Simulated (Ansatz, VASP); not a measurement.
# LiNbO3: VASP beside Ansatz

```
Li Nb O
1.0
     3.85288    0.00000    0.00000
     0.00000    3.85288    0.00000
     0.00000    0.00000    3.85288
Li Nb O
1 1 3
Direct
  0.00000 0.00000 0.00000
  0.50000 0.50000 0.50000
  0.50000 0.50000 0.00000
  0.50000 0.00000 0.50000
  0.00000 0.50000 0.50000
```

Alike in both runs: task single point; functional r2SCAN; k mesh 6 × 6 × 6; no spin polarisation.

```csv
,VASP,Ansatz
version,VASP 6.6.1,Ansatz 0.2.0
potentials or method,"VASP PAW PBE potentials, release 64 (Li_sv, Nb_sv, O)","plane waves, PAW"
plane-wave cutoff (eV),520,500
occupations,"gaussian, width 0.01 eV",fixed
valence electrons in the cell,34,34
```

```tsv
	VASP	Ansatz	Ansatz less VASP
gap on the k mesh at the Fermi level (eV)	2.26	2.29	+0.025
```

VASP's potentials were made for PBE, not for r2SCAN.

Noted on VASP's run: the cutoff is short for stress, so the pressure is rough.
